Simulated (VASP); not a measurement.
# CuO (Cccm) in VASP: further runs, part 2 of 2

VASP 6.6.1. The steps go on from the part before.

## Step 3: Single point, PBE

INCAR

```
PREC = Accurate ; ENCUT = 600
EDIFF = 1E-6 ; ISMEAR = -1
SIGMA = 0.05 ; LREAL = F
LASPH = T ; NELM = 120
ALGO = Normal ; ISIF = 2
LWAVE = F ; LCHARG = F
GGA = PE ; NBANDS = 25
GGA_COMPAT = F
```

KPOINTS

```
Automatic mesh
0
Gamma
  7 7 5
```

POSCAR

```
CuO
1.0
    3.4220509700      0.0171102548      0.0000000000
    0.0171102548      3.4220509700      0.0000000000
    0.0000000000      0.0000000000      4.2604614800
Cu O
2 2
Direct
    0.0000000000      0.5000000000      0.0000000000
    0.5000000000      0.0000000000      0.5000000000
    0.0000000000      0.0000000000      0.2500000000
    0.0000000000      0.0000000000      0.7500000000
```

Potentials or basis: VASP PAW PBE potentials, release 64 (Cu, O).

On the command line:

```
$ cat potpaw_PBE.64/Cu/POTCAR potpaw_PBE.64/O/POTCAR > POTCAR
$ mpirun -np 1 vasp_std > vasp.out
```

OUTCAR:

```text
PREC = Accurate
   ENCUT = 600
   EDIFF = 1E-6
   ISMEAR = -1
   LREAL = F
   LASPH = T
   NELM = 120
   ISIF = 2
   GGA = PE

 ion  position               nearest neighbor table
   1  0.000  0.500  0.000-   3 2.02   4 2.02   3 2.02   4 2.02
   2  0.500  0.000  0.500-   3 2.02   4 2.02   3 2.02   4 2.02
   3  0.000  0.000  0.250-   1 2.02   2 2.02   1 2.02   2 2.02
   4  0.000  0.000  0.750-   1 2.02   2 2.02   1 2.02   2 2.02

  LATTYP: Found a base centered orthorhombic cell.
 ALAT       =     4.8153133385
 B/A-ratio  =     1.0100502512
 C/A-ratio  =     0.8847734676

  Lattice vectors:

 A1 = (  -0.0171102548,  -3.4220509700,   0.0000000000)
 A2 = (   3.4220509700,   0.0171102548,   0.0000000000)
 A3 = (   0.0000000000,   0.0000000000,   4.2604614800)

Analysis of symmetry for initial positions (statically):
=====================================================================
 Subroutine PRICEL returns:
 Original cell was already a primitive cell.

 Routine SETGRP: Setting up the symmetry group for a
 base centered orthorhombic supercell.

 Subroutine GETGRP returns: Found  8 space group operations
 (whereof  4 operations were pure point group operations)
 out of a pool of  8 trial point group operations.

The static configuration has the point symmetry C_2h.
 The point group associated with its full space group is D_2h.

Analysis of symmetry for dynamics (positions and initial velocities):
=====================================================================
 Subroutine PRICEL returns:
 Original cell was already a primitive cell.

 Routine SETGRP: Setting up the symmetry group for a
 base centered orthorhombic supercell.

 Subroutine GETGRP returns: Found  8 space group operations
 (whereof  4 operations were pure point group operations)
 out of a pool of  8 trial point group operations.

The dynamic configuration has the point symmetry C_2h.
 The point group associated with its full space group is D_2h.

 Subroutine INISYM returns: Found  8 space group operations
 (whereof  4 operations are pure point group operations),
 and found     1 'primitive' translations

----------------------------------------------------------------------------------------

                                     Primitive cell

  volume of cell :      49.8906

  direct lattice vectors                    reciprocal lattice vectors
     3.422050970  0.017110255  0.000000000     0.292229721 -0.001461149  0.000000000
     0.017110255  3.422050970  0.000000000    -0.001461149  0.292229721  0.000000000
     0.000000000  0.000000000  4.260461480     0.000000000  0.000000000  0.234716358

  length of vectors
     3.422093745  3.422093745  4.260461480     0.292233374  0.292233374  0.234716358

  position of ions in fractional coordinates (direct lattice)
     0.000000000  0.500000000  0.000000000
     0.500000000  0.000000000  0.500000000
     0.000000000  0.000000000  0.250000000
     0.000000000  0.000000000  0.750000000

  ion indices of the primitive-cell ions
   primitive index   ion index
                 1           1
                 2           2
                 3           3
                 4           4

----------------------------------------------------------------------------------------

 KPOINTS: Automatic mesh

Automatic generation of k-mesh.
 Grid dimensions read from file:
 generate k-points for:    7    7    5

 Generating k-lattice:

  Cartesian coordinates                     Fractional coordinates (reciprocal lattice)
     0.041747103 -0.000208736  0.000000000     0.142857143  0.000000000  0.000000000
    -0.000208736  0.041747103  0.000000000     0.000000000  0.142857143  0.000000000
     0.000000000  0.000000000  0.046943272     0.000000000  0.000000000  0.200000000

  Length of vectors
     0.041747625  0.041747625  0.046943272

  Shift w.r.t. Gamma in fractional coordinates (k-lattice)
     0.000000000  0.000000000  0.000000000

 Subroutine IBZKPT returns following result:
 ===========================================

 Found     48 irreducible k-points:

 Following reciprocal coordinates:
            Coordinates               Weight
  0.000000  0.000000  0.000000      1.000000
  0.142857 -0.000000  0.000000      4.000000
  0.285714  0.000000  0.000000      4.000000
  0.428571  0.000000  0.000000      4.000000
  0.142857  0.142857  0.000000      2.000000
  0.285714  0.142857  0.000000      4.000000
[... 16 lines left out ...]
  0.428571  0.142857  0.200000      8.000000
 -0.428571  0.142857  0.200000      8.000000
 [... further k-points ...]
   k-points           NKPTS =     48   k-points in BZ     NKDIM =     48   number of bands    NBANDS=     25
   number of dos      NEDOS =    301   number of ions     NIONS =      4
   total plane-waves  NPLWV =  28224
   dimension x,y,z NGX =    28 NGY =   28 NGZ =   36
   dimension x,y,z NGXF=    56 NGYF=   56 NGZF=   72
   ions per type =               2   2
   NGX,Y,Z   is equivalent  to a cutoff of  13.60, 13.60, 14.05 a.u.
   NGXF,Y,Z  is equivalent  to a cutoff of  27.20, 27.20, 28.09 a.u.
 SYSTEM =  unknown system
   PREC   = accura    normal or accurate (medium, high low for compatibility)
   ISTART =      0    job   : 0-new  1-cont  2-samecut
   ICHARG =      2    charge: 1-file 2-atom 10-const
   ISPIN  =      1    spin polarized calculation?
   LNONCOLLINEAR =      F non collinear calculations
   LSORBIT =      F    spin-orbit coupling
   LASPH  =      T    aspherical Exc in radial PAW
   ENCUT  =  600.0 eV  44.10 Ry    6.64 a.u.   6.83  6.83  8.51*2*pi/ulx,y,z
   NELM   =    120;   NELMIN=  2; NELMDL= -5     # of ELM steps
   EDIFF  = 0.1E-05   stopping-criterion for ELM
   LREAL  =      F    real-space projection
   EDIFFG = 0.1E-04   stopping-criterion for IOM
   NSW    =      0    number of steps for IOM
   IBRION =     -1    ionic relax: 0-MD 1-quasi-New 2-CG
   NFREE  =      0    steps in history (QN), initial steepest desc. (CG)
   ISIF   =      2    stress and relaxation
   ISYM   =      2    0-nonsym 1-usesym 2-fastsym
   POTIM  = 0.5000    time-step for ionic-motion
   TEBEG  =    0.0;   TEEND  =   0.0 temperature during run
   PSTRESS=    0.0 pullay stress
   NELECT =      34.0000    total number of electrons
   NUPDOWN=      -1.0000    fix difference up-down
   EMIN   =  10.00;   EMAX   =-10.00  energy-range for DOS
   EFERMI =   0.00;   METHOD = LEGACY
   ISMEAR =    -1;   SIGMA  =   0.05  broadening in eV -4-tet -1-fermi 0-gaus
   EFERMI_NEDOS =   21; number of points for ismear=-14 and -15
   IALGO  =     38    algorithm
   IMIX   =      4    mixing-type and parameters
     AMIX     =   0.40;   BMIX     =  1.00
     AMIX_MAG =   1.60;   BMIX_MAG =  1.00
  volume/ion in A,a.u.               =      12.47        84.17
  Fermi-wavevector in a.u.,A,eV,Ry     =   1.440660  2.722453 28.238917  2.075502
  Thomas-Fermi vector in A             =   2.559379
   LORBIT       =      0    0 simple, 1 ext, 2 COOP (PROOUT), +10 PAW based schemes
   GGA     = PE    functional components
   LHFCALC =     F    Hartree Fock is set to
   AEXX    =    0.0000 exact exchange contribution
   IVDW    =     0    specifies the selected vdW correction
   LEPSILON=     F    determine dielectric tensor
   LRPA    =     F    only Hartree local field effects (RPA)
 non-spin polarized calculation
  energy-cutoff  :      600.00
  volume of cell :       49.89
 maximum number of plane-waves:      1682
   NGX = 13   NGY = 13   NGZ = 17

 number of electron      34.0000003 magnetization

 Free energy of the ion-electron system (eV)
  ---------------------------------------------------
  ext. energy  EPLUGINS =         0.00000000
  ---------------------------------------------------
  free energy    TOTEN  =       -18.28778937 eV

  energy without entropy =      -18.26574515  energy(sigma->0) =      -18.27676726

 E-fermi :   4.0160     XC(G=0): -10.6352

 val. band max:        4.0092363475   @ k =  -0.1429   0.1429   0.2000
 cond. band min:       4.0223890162   @ k =   0.1429   0.1429   0.2000
 fundamental gap:      0.0131526687
 Fermi energy:         4.0160405904

 k-point     1 :       0.0000    0.0000    0.0000
  band No.  band energies     occupation
      1     -16.0756      2.00000
      2     -13.2912      2.00000
      3      -3.8857      2.00000
      4      -1.2303      2.00000
      5      -1.1999      2.00000
      6      -0.7037      2.00000
[... 17 lines left out ...]
     24      15.3327      0.00000
     25      17.2272      0.00000
[... 621 lines left out ...]
      3      -2.7355      2.00000
      4      -2.5866      2.00000
      5      -1.5292      2.00000
      6      -0.6294      2.00000
[... 17 lines left out ...]
     24      15.7132      0.00000
     25      17.5577      0.00000

 [... further k-points ...]
[... 5 lines left out ...]
  --------------------------------------------------------------------------------------
  -------------------------------------------------------------------------------------
  Total       -4.3768647     -4.3768647      6.6652854     -0.0615389      0.0000000      0.0000000
  in kB     -140.5578073   -140.5578073    214.0477156     -1.9762483      0.0000000      0.0000000
  external PRESSURE =     -22.3559664 kB  Pullay stress =       0.0000000 kB

 VOLUME and BASIS-vectors are now :
 -----------------------------------------------------------------------------
  energy-cutoff  :      600.00
  volume of cell :       49.89
      direct lattice vectors                 reciprocal lattice vectors
     3.422050970  0.017110255  0.000000000     0.292229721 -0.001461149  0.000000000
     0.017110255  3.422050970  0.000000000    -0.001461149  0.292229721  0.000000000
     0.000000000  0.000000000  4.260461480     0.000000000  0.000000000  0.234716358

 POSITION                                       TOTAL-FORCE (eV/Angst)
 -----------------------------------------------------------------------------------
      0.00856      1.71103      0.00000         0.000000     -0.000000      0.000000
      1.71103      0.00856      2.13023         0.000000     -0.000000      0.000000
      0.00000      0.00000      1.06512        -0.000000      0.000000     -0.000000
      0.00000      0.00000      3.19535        -0.000000      0.000000     -0.000000
 -----------------------------------------------------------------------------------
    total drift:                                0.000000      0.000000      0.000000

  FREE ENERGIE OF THE ION-ELECTRON SYSTEM (eV)
  ---------------------------------------------------
  free  energy   TOTEN  =       -18.2877893658 eV

  energy  without entropy=      -18.2657451465  energy(sigma->0) =      -18.27676726
```

OSZICAR:

```text
N       E                     dE             d eps       ncg     rms          rms(c)
DAV:   1     0.321618272607E+03    0.32162E+03   -0.17615E+04  2456   0.223E+03
DAV:   2     0.202112777696E+02   -0.30141E+03   -0.27713E+03  2470   0.410E+02
DAV:   3    -0.233675708551E+02   -0.43579E+02   -0.40534E+02  3036   0.169E+02
DAV:   4    -0.250717221980E+02   -0.17042E+01   -0.16922E+01  2957   0.346E+01
DAV:   5    -0.251022835967E+02   -0.30561E-01   -0.30545E-01  3087   0.421E+00    0.196E+01
DAV:   6    -0.260944090015E+02   -0.99213E+00   -0.48828E+01  3318   0.173E+02    0.187E+01
DAV:   7    -0.182413474103E+02    0.78531E+01   -0.16880E+01  3051   0.123E+02    0.371E+00
DAV:   8    -0.183133547066E+02   -0.72007E-01   -0.25391E+00  3607   0.188E+01    0.129E+00
DAV:   9    -0.182943794363E+02    0.18975E-01   -0.95095E-02  3591   0.613E+00    0.687E-01
DAV:  10    -0.182896854667E+02    0.46940E-02   -0.75098E-03  3453   0.129E+00    0.435E-01
DAV:  11    -0.182881854980E+02    0.15000E-02   -0.12338E-02  3775   0.212E+00    0.192E-01
DAV:  12    -0.182878361760E+02    0.34932E-03   -0.20711E-03  3443   0.485E-01    0.768E-02
DAV:  13    -0.182878020451E+02    0.34131E-04   -0.48063E-04  3711   0.517E-01    0.370E-02
DAV:  14    -0.182877891736E+02    0.12871E-04   -0.64017E-05  3874   0.171E-01    0.526E-03
DAV:  15    -0.182877893658E+02   -0.19225E-06   -0.62977E-06  3215   0.375E-02
   1 F= -.18287789E+02 E0= -.18276767E+02  d E =-.220442E-01
```

It took 39 s on 1 thread of Intel Xeon Platinum 8559C (Emerald Rapids), shared host; peak memory 0.21 GiB.

What came out:

```
Free energy            : -18.2878 eV
Pressure               : -2.2 GPa
Band gap on the k mesh : zero (band 17 reaches 4.65 eV, above the bottom of band 18 at 3.40 eV)
```

Levels at points of the mesh, in eV from the Fermi level:
```tsv
k point	band 13	band 14	band 15	band 16	band 17	band 18	band 19	band 20	band 21	band 22
(0.00, 0.00, 0.00)	-2.24	-2.22	-1.26	0.41	0.49	0.64	0.66	6.12	7.19	9.63
```

Caveat: semilocal functionals often make such compounds metallic where correlation or magnetic order opens a gap, which also shifts bond lengths. With open d or f shells a metallic result of PBE can be an artefact of self-interaction; +U or a hybrid may open a gap.
